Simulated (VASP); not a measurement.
# MgO5 (F-43m) in VASP: further runs

MgO5 is run at these levels: PBE; tasks: single point, relaxation of cell and atoms.

All numbers are computed with VASP 6.6.1; they aren't measurements. Logs are shortened: lines on timing, memory, paths and dates and some standing lists are left out, and cuts for length are marked.

### 1 The cell of the first run

Symmetry: F-43m, No. 216, cubic system. Conventional cell: a = 6.650 Å, b = 6.650 Å, c = 6.650 Å, α = 90.00°, β = 90.00°, γ = 90.00°. Within 2.4 Å of Mg (site symmetry -43m) lie 4 O at 1.79 Å. Within 2.4 Å of O (site symmetry 3m) lie 3 O at 1.78 Å and 1 Mg at 1.79 Å. Within 3.6 Å of O (site symmetry -43m) lie 12 O at 2.72 Å and 6 Mg at 3.33 Å.

The cell was built from a structure type or drawn by symmetry, and may not be a known phase.

### 2 Single point, PBE, collinear spin, ferromagnetic start

Input file INCAR:

```
ALGO     = Normal         # electronic algorithm
EDIFF    = 1E-6           # SCF threshold, eV
ENCUT    = 520            # plane-wave cutoff, eV
GGA      = PE             # functional
ISIF     = 2              # what is computed and relaxed
ISMEAR   = 0              # smearing method
ISPIN    = 2              # spin polarisation
LASPH    = True           # aspherical terms in the spheres
LCHARG   = False          # write CHGCAR
LORBIT   = 11             # projections on sites
LREAL    = False          # projectors in reciprocal space
LWAVE    = False          # write WAVECAR
MAGMOM   = 0 1 1 1 1 1    # initial moments
NBANDS   = 29             # bands
NELM     = 150            # most SCF steps
PREC     = Accurate       # precision mode
SIGMA    = 0.1            # smearing width, eV
```

Input file KPOINTS:

```
k-points
0
Gamma
  4 4 4
```

Input file POSCAR:

```
MgO5
1.0
    0.0000000000      3.3251045200      3.3251045200
    3.3251045200      0.0000000000      3.3251045200
    3.3251045200      3.3251045200      0.0000000000
Mg O
1 5
Direct
    0.0000000000      0.0000000000      0.0000000000
    0.1552574400      0.1552574400      0.1552574400
    0.1552574400      0.1552574400      0.5342276900
    0.1552574400      0.5342276900      0.1552574400
    0.5342276900      0.1552574400      0.1552574400
    0.5000000000      0.5000000000      0.5000000000
```

Potentials or basis: VASP PAW PBE potentials, release 64 (Mg, O).

Run with:

```console
> cat potpaw_PBE.64/Mg/POTCAR potpaw_PBE.64/O/POTCAR > POTCAR
> mpirun -np 1 vasp_std > vasp.out
```

OUTCAR:

```text
EDIFF = 1E-6
   ENCUT = 520
   GGA = PE
   ISIF = 2
   ISMEAR = 0
   ISPIN = 2
   LASPH = True
   LORBIT = 11
   LREAL = False
   NELM = 150
   PREC = Accurate

 ion  position               nearest neighbor table
   1  0.000  0.000  0.000-   3 1.79   4 1.79   5 1.79   2 1.79
   2  0.155  0.155  0.155-   3 1.78   4 1.78   5 1.78   1 1.79
   3  0.155  0.155  0.534-   2 1.78   4 1.78   5 1.78   1 1.79
   4  0.155  0.534  0.155-   2 1.78   3 1.78   5 1.78   1 1.79
   5  0.534  0.155  0.155-   2 1.78   3 1.78   4 1.78   1 1.79
   6  0.500  0.500  0.500-

  LATTYP: Found a face centered cubic cell.
 ALAT       =     6.6502090400

  Lattice vectors:

 A1 = (   0.0000000000,   3.3251045200,   3.3251045200)
 A2 = (   3.3251045200,   0.0000000000,   3.3251045200)
 A3 = (   3.3251045200,   3.3251045200,   0.0000000000)

Analysis of symmetry for initial positions (statically):
=====================================================================
 Subroutine PRICEL returns:
 Original cell was already a primitive cell.

 Routine SETGRP: Setting up the symmetry group for a
 face centered cubic supercell.

 Subroutine GETGRP returns: Found 24 space group operations
 (whereof 24 operations were pure point group operations)
 out of a pool of 48 trial point group operations.

The static configuration has the point symmetry T_d .

Analysis of symmetry for dynamics (positions and initial velocities):
=====================================================================
 Subroutine PRICEL returns:
 Original cell was already a primitive cell.

 Routine SETGRP: Setting up the symmetry group for a
 face centered cubic supercell.

 Subroutine GETGRP returns: Found 24 space group operations
 (whereof 24 operations were pure point group operations)
 out of a pool of 48 trial point group operations.

The dynamic configuration has the point symmetry T_d .

Analysis of structural, dynamic, and magnetic symmetry:
=====================================================================
 Subroutine PRICEL returns:
 Original cell was already a primitive cell.

 Routine SETGRP: Setting up the symmetry group for a
 face centered cubic supercell.

 Subroutine GETGRP returns: Found 24 space group operations
 (whereof 24 operations were pure point group operations)
 out of a pool of 48 trial point group operations.

The overall configuration has the point symmetry T_d .

[... 122 lines left out ...]
  energy-cutoff  :      520.00
  volume of cell :       73.53
 maximum number of plane-waves:      2006
 NGX is ok and might be reduce to    36
   NGX = 17   NGY = 17   NGZ = 17

 number of electron      32.0000001 magnetization      -0.0005424

 number of electron      32.0000001 magnetization       0.0000852

 Free energy of the ion-electron system (eV)
  ---------------------------------------------------
  ext. energy  EPLUGINS =         0.00000000
  ---------------------------------------------------
  free energy    TOTEN  =       -17.15782945 eV

  energy without entropy =      -17.09047885  energy(sigma->0) =      -17.12415415

 E-fermi :   0.1490     XC(G=0):  -9.1135

 val. band max:        0.1033565653   @ k =   0.5000   0.0000   0.0000
 cond. band min:       0.1585199176   @ k =   0.2500   0.2500   0.0000
 fundamental gap:      0.0551633522
 Fermi energy:         0.1490456583

 spin component 1

 k-point     1 :       0.0000    0.0000    0.0000
  band No.  band energies     occupation
      1     -22.2735      1.00000
      2     -17.0278      1.00000
      3     -17.0278      1.00000
      4     -17.0278      1.00000
      5     -15.3415      1.00000
      6      -8.4776      1.00000
[... 237 lines left out ...]
     27      16.8382      0.00000
     28      17.1289      0.00000
 Fermi energy:         0.1490456583

 spin component 2

 k-point     1 :       0.0000    0.0000    0.0000
  band No.  band energies     occupation
      1     -22.2736      1.00000
      2     -17.0278      1.00000
      3     -17.0278      1.00000
      4     -17.0278      1.00000
      5     -15.3416      1.00000
      6      -8.4778      1.00000
[... 237 lines left out ...]
     27      16.8382      0.00000
     28      17.1289      0.00000
 [bands above 28 left out]

------------------------ aborting loop because EDIFF is reached ----------------------------------------

  FORCE on cell =-STRESS in cart. coord.  units (eV):
  Direction    XX          YY          ZZ          XY          YZ          ZX
  --------------------------------------------------------------------------------------
  -------------------------------------------------------------------------------------
  Total        9.7502886      9.7502886      9.7502886      0.0000000      0.0000000     -0.0000000
  in kB      212.4624340    212.4624340    212.4624340      0.0000000      0.0000000     -0.0000000
  external PRESSURE =     212.4624340 kB  Pullay stress =       0.0000000 kB

 VOLUME and BASIS-vectors are now :
 -----------------------------------------------------------------------------
  energy-cutoff  :      520.00
  volume of cell :       73.53
      direct lattice vectors                 reciprocal lattice vectors
     0.000000000  3.325104520  3.325104520    -0.150371213  0.150371213  0.150371213
     3.325104520  0.000000000  3.325104520     0.150371213 -0.150371213  0.150371213
     3.325104520  3.325104520  0.000000000     0.150371213  0.150371213 -0.150371213

 POSITION                                       TOTAL-FORCE (eV/Angst)
 -----------------------------------------------------------------------------------
      0.00000      0.00000      0.00000        -0.000000      0.000000      0.000000
      1.03249      1.03249      1.03249        -0.113647     -0.113647     -0.113647
      2.29261      2.29261      1.03249         0.113647      0.113647     -0.113647
      2.29261      1.03249      2.29261         0.113647     -0.113647      0.113647
      1.03249      2.29261      2.29261        -0.113647      0.113647      0.113647
      3.32510      3.32510      3.32510        -0.000000      0.000000      0.000000
 -----------------------------------------------------------------------------------
    total drift:                               -0.000085     -0.000085     -0.000085

  FREE ENERGIE OF THE ION-ELECTRON SYSTEM (eV)
  ---------------------------------------------------
  free  energy   TOTEN  =       -17.1578294487 eV

  energy  without entropy=      -17.0904788539  energy(sigma->0) =      -17.12415415

 total charge

# of ion       s       p       d       tot
------------------------------------------
    1        0.214   0.256   0.128   0.598
    2        1.632   3.144   0.000   4.777
    3        1.632   3.144   0.000   4.777
    4        1.632   3.144   0.000   4.777
    5        1.632   3.144   0.000   4.777
    6        1.617   3.018   0.000   4.635
--------------------------------------------------
tot          8.361  15.851   0.128  24.340

 magnetization (x)

# of ion       s       p       d       tot
------------------------------------------
    1       -0.000  -0.000  -0.000  -0.000
    2       -0.000   0.000   0.000   0.000
    3       -0.000   0.000   0.000   0.000
    4       -0.000   0.000   0.000   0.000
    5       -0.000   0.000   0.000   0.000
    6        0.000  -0.000   0.000  -0.000
--------------------------------------------------
tot         -0.000   0.000  -0.000   0.000
```

Wall time 2.9 min (1 thread of Intel Xeon 8259CL, shared host); peak memory 0.25 GiB.

Results:

```yaml
Free_energy: -17.1578 eV
Pressure: 21.2 GPa
Largest_force: 0.197 eV/Å
Band_gap_on_the_k_mesh: zero (filled and empty bands overlap)
Net_moment: 0.00 μB per cell
Valence_electrons_inside_the_program's_atomic_spheres: Mg 0.60; O 4.78, 4.63 (each value once)
```

Forces in eV/Å, atoms in the order of the input:
```
Mg   0.000  0.000  0.000
O   -0.114 -0.114 -0.114
O    0.114  0.114 -0.114
O    0.114 -0.114  0.114
O   -0.114  0.114  0.114
O    0.000  0.000  0.000
```

Caveat: the k points lie up to 0.41 Å⁻¹ apart; semilocal functionals underestimate gaps, so a narrow gap can read as zero.

### 3 Single point, PBE, collinear spin, ferromagnetic start

This run uses another cell than the first one, of 17.40 Å³/atom.

Input file INCAR:

```
  ALGO = Normal
  EDIFF = 1E-7
  ENCUT = 520
  GGA = PE
  ISIF = 2
  ISMEAR = 0
  ISPIN = 2
  LASPH = T
  LCHARG = F
  LORBIT = 11
  LREAL = F
  LWAVE = F
  MAGMOM = 0 1 1 1 1 1
  NBANDS = 29
  NELM = 150
  PREC = Accurate
  SIGMA = 0.1
```

KPOINTS is that of step 2.

Input file POSCAR:

```
MgO5
1.0
    0.0000000000      3.7375123805      3.7375123805
    3.7375123805      0.0000000000      3.7375123805
    3.7375123805      3.7375123805      0.0000000000
Mg O
1 5
Direct
    0.0000000000      0.0000000000      0.0000000000
    0.1528759363      0.1528759363      0.1528759363
    0.1528759363      0.1528759363      0.5413721912
    0.1528759363      0.5413721912      0.1528759363
    0.5413721912      0.1528759363      0.1528759363
    0.5000000000      0.5000000000      0.5000000000
```

Potentials or basis: VASP PAW PBE potentials, release 64 (Mg, O).

Run with:

```console
> cat potpaw_PBE.64/Mg/POTCAR potpaw_PBE.64/O/POTCAR > POTCAR
> mpirun -np 1 vasp_std > vasp.out
```

Run time: 79 s. Hardware: 1 thread of Intel Xeon 8259CL, shared host; peak memory 0.29 GiB.

The run converged. Its results:

* Free energy: -20.7749 eV
* Pressure: -0.1 GPa
* Band gap on the k mesh: zero (filled and empty bands overlap)
* Net moment: 8.00 μB per cell
* Site moments: Mg +0.07; O +1.26, +1.54 (each value once) μB
* Valence electrons inside the program's atomic spheres: Mg 0.36; O 4.71, 4.56 (each value once)

Levels at points of the mesh, in eV from the Fermi level:
Spin up:
| k point | band 18 | band 19 | band 20 | band 21 | band 22 | band 23 |
| --- | --- | --- | --- | --- | --- | --- |
| (0.00, 0.00, 0.00) | -0.71 | -0.71 | -0.71 | 5.43 | 10.32 | 10.32 |
| (0.50, 0.00, 0.00) | -0.77 | -0.73 | -0.73 | 7.00 | 7.86 | 10.14 |
| (0.50, 0.50, 0.00) | -1.20 | -0.74 | -0.74 | 7.32 | 8.10 | 9.97 |
Spin down:
```csv
k point,band 10,band 11,band 12,band 13,band 14,band 15
"(0.00, 0.00, 0.00)",-1.00,-1.00,0.14,0.14,0.14,1.83
"(0.50, 0.00, 0.00)",-0.87,-0.87,-0.19,0.07,0.07,0.73
"(0.50, 0.50, 0.00)",-1.36,-0.60,-0.04,-0.04,0.20,0.54
```

Caveat: the k points lie up to 0.36 Å⁻¹ apart; semilocal functionals underestimate gaps, so a narrow gap can read as zero.

### 4 Relaxation of cell and atoms, PBE, collinear spin, ferromagnetic start

Input file INCAR:

```
SYSTEM = MgO5
PREC     = Accurate       ! precision mode
ENCUT    = 600            ! plane-wave cutoff, eV
EDIFF    = 1E-7           ! SCF threshold, eV
ISMEAR   = 0              ! smearing method
SIGMA    = 0.1            ! smearing width, eV
LREAL    = .False.        ! projectors in reciprocal space
LASPH    = .True.         ! aspherical terms in the spheres
NELM     = 150            ! most SCF steps
ALGO     = Normal         ! electronic algorithm
ISIF     = 3              ! what is computed and relaxed
LWAVE    = .False.        ! write WAVECAR
LCHARG   = .False.        ! write CHGCAR
ISPIN    = 2              ! spin polarisation
MAGMOM   = 0 1 1 1 1 1    ! initial moments
LORBIT   = 11             ! projections on sites
GGA      = PE             ! functional
IBRION   = 2              ! ionic algorithm
NSW      = 90             ! ionic steps
EDIFFG   = -0.04          ! ionic threshold
```

Input file KPOINTS:

```
regular mesh
0
Gamma
  4 4 4
  0 0 0
```

Input file POSCAR:

```
MgO5
1.0
    0.0000000000      3.3251045200      3.3251045200
    3.3251045200      0.0000000000      3.3251045200
    3.3251045200      3.3251045200      0.0000000000
Mg O
1 5
Direct
    0.0000000000      0.0000000000      0.0000000000
    0.1552574400      0.1552574400      0.1552574400
    0.1552574400      0.1552574400      0.5342276900
    0.1552574400      0.5342276900      0.1552574400
    0.5342276900      0.1552574400      0.1552574400
    0.5000000000      0.5000000000      0.5000000000
```

Run with:

```console
> cat potpaw_PBE.64/Mg/POTCAR potpaw_PBE.64/O/POTCAR > POTCAR
> mpirun -np 1 vasp_std > vasp.out
```

Run time: 8.5 min. Hardware: 1 thread of Intel Xeon 8259CL, shared host; peak memory 0.3 GiB.

It converged, with:

- Free energy: -18.2588 eV
- Relaxed volume: 15.62 Å³/atom
- Relaxed cell: a = 5.098 Å, b = 5.098 Å, c = 5.098 Å, α = 60.00°, β = 60.00°, γ = 60.00°
- Space group after relaxing (to 0.1 Å): F-43m (No. 216)
- Energy gained by relaxing: 182.6 meV/atom
- Ionic steps: 6
- Pressure after relaxing: 0.1 GPa
- Largest force after relaxing: 0.007 eV/Å
- Band gap on the k mesh: zero (filled and empty bands overlap)
- Net moment: 0.00 μB per cell
- Valence electrons inside the program's atomic spheres: Mg 0.40; O 4.70, 4.60 (each value once)

Forces on the atoms (eV/Å):
```
Mg   0.000  0.000  0.000
O   -0.004 -0.004 -0.004
O    0.004  0.004 -0.004
O    0.004 -0.004  0.004
O   -0.004  0.004  0.004
O    0.000  0.000  0.000
```

The path:
| step | energy change (eV) | largest force (eV/Å) | pressure (GPa) | volume (Å³) |
| --- | --- | --- | --- | --- |
| 1 | 0.0000 | 0.1979 | 21.14 | 73.53 |
| 2 | -1.0722 | 0.5301 | 0.93 | 92.11 |
| 3 | -1.0749 | 0.5613 | 0.01 | 93.60 |
| 4 | -1.0750 | 0.5524 | 0.27 | 93.17 |
| 5 | -1.0912 | 0.2723 | 0.13 | 93.95 |
| 6 | -1.0957 | 0.0068 | 0.13 | 93.70 |

Final structure:
```yaml
crystal:
  lattice:
    - [0.00000, 3.60502, 3.60502]
    - [3.60502, 0.00000, 3.60502]
    - [3.60502, 3.60502, 0.00000]
  atoms:
    - { symbol: Mg, position: [0.00000, 0.00000, 0.00000] }
    - { symbol: O, position: [0.15585, 0.15585, 0.15585] }
    - { symbol: O, position: [0.15585, 0.15585, 0.53244] }
    - { symbol: O, position: [0.15585, 0.53244, 0.15585] }
    - { symbol: O, position: [0.53244, 0.15585, 0.15585] }
    - { symbol: O, position: [0.50000, 0.50000, 0.50000] }
```

Levels at points of the mesh, in eV from the Fermi level:
Spin up:
```
           k point  band 12  band 13  band 14  band 15  band 16  band 17  band 18  band 19  band 20  band 21
(0.00, 0.00, 0.00)    -0.42    -0.42    -0.42     0.22     0.22     0.22     0.49     0.49     0.49     6.00
(0.50, 0.00, 0.00)    -1.06    -0.77    -0.77    -0.21     0.01     0.01     0.22     0.48     0.48     7.63
(0.50, 0.50, 0.00)    -0.95    -0.95    -0.80    -0.37    -0.29     0.10     0.10     0.42     0.42     7.85
```
Spin down:
```
           k point  band 12  band 13  band 14  band 15  band 16  band 17  band 18  band 19  band 20  band 21
(0.00, 0.00, 0.00)    -0.42    -0.42    -0.42     0.22     0.22     0.22     0.49     0.49     0.49     6.00
(0.50, 0.00, 0.00)    -1.06    -0.77    -0.77    -0.21     0.01     0.01     0.22     0.48     0.48     7.63
(0.50, 0.50, 0.00)    -0.95    -0.95    -0.80    -0.37    -0.29     0.10     0.10     0.42     0.42     7.85
```

Caveat: the k points lie up to 0.38 Å⁻¹ apart in the final cell; the volume moved by over 15 % at a fixed basis, so the end points are rough; semilocal functionals underestimate gaps, so a narrow gap can read as zero.

### 5 Single point, PBE, collinear spin, ferromagnetic start

This run uses another cell than the first one, of 17.46 Å³/atom.

Input file INCAR:

```
SYSTEM = MgO5
PREC = Accurate
ENCUT = 520
EDIFF = 1E-6
ISMEAR = 0
SIGMA = 0.1
LREAL = .False.
LASPH = .True.
NELM = 150
ALGO = Normal
ISIF = 2
LWAVE = .False.
LCHARG = .False.
ISPIN = 2
MAGMOM = 0 1.59 1.59 1.59 1.59 1.59
LORBIT = 11
GGA = PE
NBANDS = 29
```

Input file KPOINTS:

```
Automatic mesh
0
Gamma
  10 10 10
  0 0 0
```

Input file POSCAR:

```
MgO5
1.0
    0.0000000000      3.7414476934      3.7414476934
    3.7414476934      0.0000000000      3.7414476934
    3.7414476934      3.7414476934      0.0000000000
Mg O
1 5
Direct
    0.0000000000      0.0000000000      0.0000000000
    0.8471026909      0.4586919272      0.8471026909
    0.8471026909      0.8471026909      0.8471026909
    0.4586919272      0.8471026909      0.8471026909
    0.8471026909      0.8471026909      0.4586919272
    0.5000000000      0.5000000000      0.5000000000
```

Run with:

```console
> cat potpaw_PBE.64/Mg/POTCAR potpaw_PBE.64/O/POTCAR > POTCAR
> mpirun -np 1 vasp_std > vasp.out
```

Run time: 5.3 min. Hardware: 1 thread of Intel Xeon 8259CL, shared host; peak memory 0.41 GiB.

It converged, with:

| Quantity | Value |
| --- | --- |
| Free energy | -20.7707 eV |
| Pressure | -0.2 GPa |
| Largest force | 0.003 eV/Å |
| Band gap on the k mesh | zero (filled and empty bands overlap) |
| Net moment | 8.00 μB per cell |
| Site moments | Mg +0.07; O +1.26, +1.54 (each value once) μB |
| Valence electrons inside the program's atomic spheres | Mg 0.36; O 4.71, 4.56 (each value once) |

Forces on the atoms (eV/Å):
```
Mg   0.000  0.000  0.000
O    0.002 -0.002  0.002
O   -0.002 -0.002 -0.002
O   -0.002  0.002  0.002
O    0.002  0.002 -0.002
O    0.000  0.000  0.000
```

Levels at points of the mesh, in eV from the Fermi level:
Spin up:
| k point | band 18 | band 19 | band 20 | band 21 | band 22 | band 23 |
| --- | --- | --- | --- | --- | --- | --- |
| (0.00, 0.00, 0.00) | -0.71 | -0.71 | -0.71 | 5.42 | 10.31 | 10.31 |
| (0.50, 0.00, 0.00) | -0.77 | -0.73 | -0.73 | 7.00 | 7.85 | 10.12 |
| (0.50, 0.50, 0.00) | -1.19 | -0.74 | -0.74 | 7.31 | 8.08 | 9.95 |
Spin down:
| k point | band 10 | band 11 | band 12 | band 13 | band 14 | band 15 |
| --- | --- | --- | --- | --- | --- | --- |
| (0.00, 0.00, 0.00) | -1.00 | -1.00 | 0.15 | 0.15 | 0.15 | 1.83 |
| (0.50, 0.00, 0.00) | -0.86 | -0.86 | -0.19 | 0.08 | 0.08 | 0.73 |
| (0.50, 0.50, 0.00) | -1.34 | -0.59 | -0.03 | -0.03 | 0.21 | 0.54 |

Caveat: semilocal functionals underestimate gaps, so a narrow gap can read as zero.

### 6 Overview

```tsv
task	cell	k mesh	cutoff (eV)	gap on the mesh (eV)	pressure (GPa)	moment (μB)	largest force (eV/Å)
single point	a = 4.702 Å, angles 60.0°, 6 atoms, atomic positions A	4 × 4 × 4	520	none	21.2	0.00	0.20
single point	a = 5.286 Å, angles 60.0°, 6 atoms, atomic positions B	4 × 4 × 4	520	none	-0.1	8.00	-
relaxation of cell and atoms	relaxed from a = 4.702 Å, angles 60.0°, 6 atoms, atomic positions A	4 × 4 × 4	600	none	0.1	0.00	0.01
single point	a = 5.291 Å, angles 60.0°, 6 atoms, atomic positions B	10 × 10 × 10	520	none	-0.2	8.00	-
```

Alike in all rows: level PBE; potentials or basis VASP PAW PBE potentials, release 64 (Mg, O); spin collinear, ferromagnetic start; smearing gaussian 0.1 eV.

Caveats: some runs use coarse meshes; semilocal functionals underestimate gaps, so a narrow gap can read as zero; the volume moved by over 15 % at a fixed basis, so the end points are rough (at least some runs).

Total energies depend on the potentials used, so only differences within one code and one set of settings carry meaning.
